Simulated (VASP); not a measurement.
# Cu (Cmcm) in VASP: further runs, part 2 of 2

VASP 6.6.1. The steps go on from the part before.

## 3. Single point, PBEsol (strain +0.040 along x and y, +0.040 along z)

INCAR reads:

```
SYSTEM = Cu
  PREC = Accurate
  ENCUT = 520
  EDIFF = 1E-6
  ISMEAR = 0
  SIGMA = 0.15
  LREAL = .FALSE.
  LASPH = .TRUE.
  NELM = 60
  ALGO = Fast
  ISIF = 2
  LWAVE = .FALSE.
  LCHARG = .FALSE.
  GGA = PS
  NBANDS = 18
```

KPOINTS reads:

```
regular mesh
0
G
  20 20 20
  0 0 0
```

POSCAR reads:

```
Cu
1.0
    1.2672022376     -4.1354331308      0.0000000000
    1.2672022376      4.1354331308      0.0000000000
    0.0000000000      0.0000000000      2.5745153444
Cu
2
Direct
    0.1338666500      0.8661333500      0.2500000000
    0.8661333500      0.1338666500      0.7500000000
```

Potentials or basis: VASP PAW PBE potentials, release 64 (Cu).

Started as:

```console
> cat potpaw_PBE.64/Cu/POTCAR > POTCAR
> mpirun -np 1 vasp_std > vasp.out
```

OUTCAR:

```text
SYSTEM = Cu
   PREC = Accurate
   ENCUT = 520
   EDIFF = 1E-6
   ISMEAR = 0
   LREAL = .FALSE.
   LASPH = .TRUE.
   NELM = 60
   ISIF = 2
   GGA = PS

 ion  position               nearest neighbor table
   1  0.134  0.866  0.250-   2 2.56   2 2.56   2 2.64   2 2.64   2 2.64   2 2.64
   2  0.866  0.134  0.750-   1 2.56   1 2.56   1 2.64   1 2.64   1 2.64   1 2.64

  LATTYP: Found a base centered orthorhombic cell.
 ALAT       =     2.5344044752
 B/A-ratio  =     3.2634357864
 C/A-ratio  =     1.0158265461

  Lattice vectors:

 A1 = (   1.2672022376,  -4.1354331308,   0.0000000000)
 A2 = (   1.2672022376,   4.1354331308,   0.0000000000)
 A3 = (   0.0000000000,   0.0000000000,   2.5745153444)

Analysis of symmetry for initial positions (statically):
=====================================================================
 Subroutine PRICEL returns:
 Original cell was already a primitive cell.

 Routine SETGRP: Setting up the symmetry group for a
 base centered orthorhombic supercell.

 Subroutine GETGRP returns: Found  8 space group operations
 (whereof  4 operations were pure point group operations)
 out of a pool of  8 trial point group operations.

The static configuration has the point symmetry C_2h.
 The point group associated with its full space group is D_2h.

Analysis of symmetry for dynamics (positions and initial velocities):
=====================================================================
 Subroutine PRICEL returns:
 Original cell was already a primitive cell.

 Routine SETGRP: Setting up the symmetry group for a
 base centered orthorhombic supercell.

 Subroutine GETGRP returns: Found  8 space group operations
 (whereof  4 operations were pure point group operations)
 out of a pool of  8 trial point group operations.

The dynamic configuration has the point symmetry C_2h.
[... 109 lines left out ...]
   TEBEG  =    0.0;   TEEND  =   0.0 temperature during run
   PSTRESS=    0.0 pullay stress
   NELECT =      22.0000    total number of electrons
   NUPDOWN=      -1.0000    fix difference up-down
   EMIN   =  10.00;   EMAX   =-10.00  energy-range for DOS
   EFERMI =   0.00;   METHOD = LEGACY
   ISMEAR =     0;   SIGMA  =   0.15  broadening in eV -4-tet -1-fermi 0-gaus
   EFERMI_NEDOS =   21; number of points for ismear=-14 and -15
   IALGO  =     68    algorithm
   IMIX   =      4    mixing-type and parameters
     AMIX     =   0.40;   BMIX     =  1.00
     AMIX_MAG =   1.60;   BMIX_MAG =  1.00
  volume/ion in A,a.u.               =      13.49        91.05
  Fermi-wavevector in a.u.,A,eV,Ry     =   1.529390  2.890128 31.824488  2.339034
  Thomas-Fermi vector in A             =   2.637018
   LORBIT       =      0    0 simple, 1 ext, 2 COOP (PROOUT), +10 PAW based schemes
   GGA     = PS    functional components
   LHFCALC =     F    Hartree Fock is set to
   AEXX    =    0.0000 exact exchange contribution
   IVDW    =     0    specifies the selected vdW correction
   LEPSILON=     F    determine dielectric tensor
   LRPA    =     F    only Hartree local field effects (RPA)
 non-spin polarized calculation
 RMM-DIIS sequential band-by-band and
 Gauss-broadening in eV      SIGMA  =   0.15
  energy-cutoff  :      520.00
  volume of cell :       26.98
 maximum number of plane-waves:       748
   NGX = 17   NGY = 17   NGZ =  9

 number of electron      21.9999980 magnetization

 Free energy of the ion-electron system (eV)
  ---------------------------------------------------
  ext. energy  EPLUGINS =         0.00000000
  ---------------------------------------------------
  free energy    TOTEN  =        -8.15597489 eV

  energy without entropy =       -8.14869158  energy(sigma->0) =       -8.15233324

 E-fermi :   5.8277     XC(G=0): -12.1172

 val. band max:        5.8240038520   @ k =  -0.2500   0.1000   0.0500
 cond. band min:       5.8316997176   @ k =  -0.4500   0.1500   0.4000
 fundamental gap:      0.0076958656
 Fermi energy:         5.8277286616

 k-point     1 :       0.0000    0.0000    0.0000
  band No.  band energies     occupation
      1      -2.5698      2.00000
      2       1.5184      2.00000
      3       2.1714      2.00000
      4       2.5740      2.00000
      5       3.1735      2.00000
      6       3.3951      2.00000
[... 481 lines left out ...]
      5       3.1795      2.00000
      6       3.3693      2.00000
[... 10 lines left out ...]
     17      25.2339      0.00000
     18      25.9723      0.00000

 [... further k-points ...]
[... 5 lines left out ...]
  --------------------------------------------------------------------------------------
  -------------------------------------------------------------------------------------
  Total       -2.1598632     -2.4078226     -2.3186212      0.0000000      0.0000000      0.0000000
  in kB     -128.2461727   -142.9692542   -137.6727446      0.0000000      0.0000000      0.0000000
  external PRESSURE =    -136.2960572 kB  Pullay stress =       0.0000000 kB

 VOLUME and BASIS-vectors are now :
 -----------------------------------------------------------------------------
  energy-cutoff  :      520.00
  volume of cell :       26.98
      direct lattice vectors                 reciprocal lattice vectors
     1.267202238 -4.135433131  0.000000000     0.394570010 -0.120906320  0.000000000
     1.267202238  4.135433131  0.000000000     0.394570010  0.120906320  0.000000000
     0.000000000  0.000000000  2.574515344     0.000000000  0.000000000  0.388422622

 POSITION                                       TOTAL-FORCE (eV/Angst)
 -----------------------------------------------------------------------------------
      1.26720      3.02824      0.64363         0.000000     -0.125485     -0.000000
      1.26720     -3.02824      1.93089         0.000000      0.125485      0.000000
 -----------------------------------------------------------------------------------
    total drift:                                0.000000      0.000000      0.000000

  FREE ENERGIE OF THE ION-ELECTRON SYSTEM (eV)
  ---------------------------------------------------
  free  energy   TOTEN  =        -8.1559748940 eV

  energy  without entropy=       -8.1486915769  energy(sigma->0) =       -8.15233324
```

stdout:

```text
POSCAR found type information on POSCAR Cu
 POSCAR found :  1 types and       2 ions
 scaLAPACK will be used
 -----------------------------------------------------------------------------
|                                                                             |
|                                                                             |
|     You enforced a specific xc type in the INCAR file but a different       |
|     I HOPE YOU KNOW WHAT YOU ARE DOING!                                     |
|                                                                             |
 -----------------------------------------------------------------------------

 LDA part: xc-table for (Slater+PW92), standard interpolation
 POSCAR, INCAR and KPOINTS ok, starting setup
 FFT: planning ... GRIDC
 FFT: planning ... GRID_SOFT
 FFT: planning ... GRID
 WAVECAR not read
 entering main loop
WARNING in EDDRMM: call to ZHEGV failed, returncode =   6  3     17
WARNING in EDDRMM: call to ZHEGV failed, returncode =   8  4     18
WARNING in EDDRMM: call to ZHEGV failed, returncode =   6  3     15
WARNING in EDDRMM: call to ZHEGV failed, returncode =   6  3     16
```

Wall time 5.5 min (1 thread of Intel Xeon Platinum 8559C (Emerald Rapids), shared host); peak memory 0.56 GiB.

Results:

```yaml
Free_energy: -8.1560 eV
Pressure: -13.6 GPa
Largest_force: 0.125 eV/Å
Band_gap_on_the_k_mesh: zero (bands 11 and 12 overlap by 5.32 eV)
```

Forces on the atoms (eV/Å):
```
Cu   0.000 -0.125  0.000
Cu   0.000  0.125  0.000
```

Caveat: the cell differs from its parent crystal (strain +0.040 along x and y, +0.040 along z); the cell stands under tension; the PAW data sets were made with another functional, which shifts forces and pressure a little.

## 4. Single point, PBEsol (strain +0.080 along x and y, +0.000 along z)

INCAR reads:

```
SYSTEM = Cu
PREC = Accurate
ENCUT = 520
EDIFF = 1E-7
ISMEAR = 0
SIGMA = 0.15
LREAL = .False.
LASPH = .True.
NELM = 100
ALGO = Fast
ISIF = 2
LWAVE = .False.
LCHARG = .False.
GGA = PS
NBANDS = 18
```

KPOINTS reads:

```
regular mesh
0
Gamma
  20 20 20
  0 0 0
```

POSCAR reads:

```
Cu
1.0
    1.3159407852     -4.2944882512      0.0000000000
    1.3159407852      4.2944882512      0.0000000000
    0.0000000000      0.0000000000      2.4754955235
Cu
2
Direct
    0.1338666500      0.8661333500      0.2500000000
    0.8661333500      0.1338666500      0.7500000000
```

Started as:

```console
> cat potpaw_PBE.64/Cu/POTCAR > POTCAR
> mpirun -np 1 vasp_std > vasp.out
```

Wall time 6.5 min (1 thread of Intel Xeon Platinum 8559C (Emerald Rapids), shared host); peak memory 0.58 GiB.

The run converged. Its results:

```
Free energy            : -8.0280 eV
Pressure               : -15.1 GPa
Largest force          : 0.163 eV/Å
Band gap on the k mesh : zero (bands 11 and 12 overlap by 5.37 eV)
```

Forces on the atoms (eV/Å):
```
Cu   0.000 -0.163  0.000
Cu   0.000  0.163  0.000
```

Stress tensor (GPa, compression positive):
```
-18.39   0.00   0.00
  0.00 -17.86   0.00
  0.00   0.00  -8.91
```

Levels at points of the mesh, in eV from the Fermi level:
```tsv
k point	band 8	band 9	band 10	band 11	band 12	band 13	band 14	band 15
(0.00, 0.00, 0.00)	-1.84	-1.59	-1.50	-1.34	-0.12	3.50	15.31	15.88
(0.50, 0.00, 0.00)	-2.10	-1.76	-1.47	-0.60	0.65	1.91	5.36	10.72
(0.50, 0.50, 0.00)	-1.87	-1.86	-1.65	-1.44	-1.44	11.37	12.87	13.00
(0.00, 0.00, 0.50)	-2.47	-1.63	-1.63	0.36	0.36	7.61	7.61	8.51
(0.50, 0.00, 0.50)	-1.64	-1.15	-1.15	3.67	3.67	6.94	6.94	8.82
(0.50, 0.50, 0.50)	-1.80	-1.35	-1.35	-0.20	-0.20	3.62	3.62	15.90
```

Caveat: the cell differs from its parent crystal (strain +0.080 along x and y, +0.000 along z); the cell stands under tension; the PAW data sets were made with another functional, which shifts forces and pressure a little.

## 5. Overview

| cell | further INCAR settings | gap on the mesh (eV) | pressure (GPa) | largest force (eV/Å) |
| --- | --- | --- | --- | --- |
| a = 4.492, b = 4.492, c = 2.376 Å, angles 90.0, 90.0, 145.9°, 2 atoms | ALGO = Fast; EDIFF = 1e-06; NBANDS = 18 | none | -10.5 | 0.14 |
| a = 4.325, b = 4.325, c = 2.575 Å, angles 90.0, 90.0, 145.9°, 2 atoms | ALGO = Fast; EDIFF = 1e-06; NBANDS = 18 | none | -13.6 | 0.13 |
| a = 4.492, b = 4.492, c = 2.475 Å, angles 90.0, 90.0, 145.9°, 2 atoms | ALGO = Fast; EDIFF = 1e-07; NBANDS = 18 | none | -15.1 | 0.16 |

Alike in all rows: task single point; level PBEsol; potentials or basis VASP PAW PBE potentials, release 64 (Cu); no spin polarisation; k mesh 20 × 20 × 20; cutoff (eV) 520; smearing gaussian 0.15 eV.

Caveats: the cell stands under tension; the PAW data sets were made with another functional, which shifts forces and pressure a little.

Total energies depend on the potentials used, so only differences within one code and one set of settings carry meaning.
